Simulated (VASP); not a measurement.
A run of VASP 6.6.1 is set up as follows.

The input INCAR:

```
SYSTEM = Re
PREC = Accurate
ENCUT = 520
EDIFF = 1E-6
ISMEAR = 0
SIGMA = 0.013000000000000001
LREAL = .FALSE.
LASPH = .TRUE.
NELM = 100
ALGO = Normal
ISIF = 2
LWAVE = .FALSE.
LCHARG = .FALSE.
GGA = PE
NBANDS = 22
```

Contents of KPOINTS:

```
Automatic mesh
0
G
  11 11 3
  0 0 0
```

POSCAR

```
Re
1.0
    2.7663873939      0.0000000000      0.0000000000
   -1.3831936969      2.3957617598      0.0000000000
    0.0000000000      0.0000000000      8.9388451600
Re
4
Direct
    0.6666666667      0.3333333333      0.7500000000
    0.0000000000      0.0000000000      0.5000000000
    0.3333333333      0.6666666667      0.2500000000
    0.0000000000      0.0000000000      0.0000000000
```

Potentials or basis: VASP PAW PBE potentials, release 64 (Re).

The run is started by

```console
$ cat potpaw_PBE.64/Re/POTCAR > POTCAR
$ mpirun -np 1 vasp_std > vasp.out
```

**Question.** What does it give for the band gap on the k mesh?

**Answer.** Zero (bands 14 and 15 overlap by 2.41 eV).

**Question.** Predict the pressure.

**Answer.** 3.0 GPa.

Stress tensor (GPa, compression positive):
```
2.73 0.00 0.00
0.00 2.73 0.00
0.00 0.00 3.41
```

Caveat: spin-orbit coupling is left out, which moves the levels of the heavy elements.
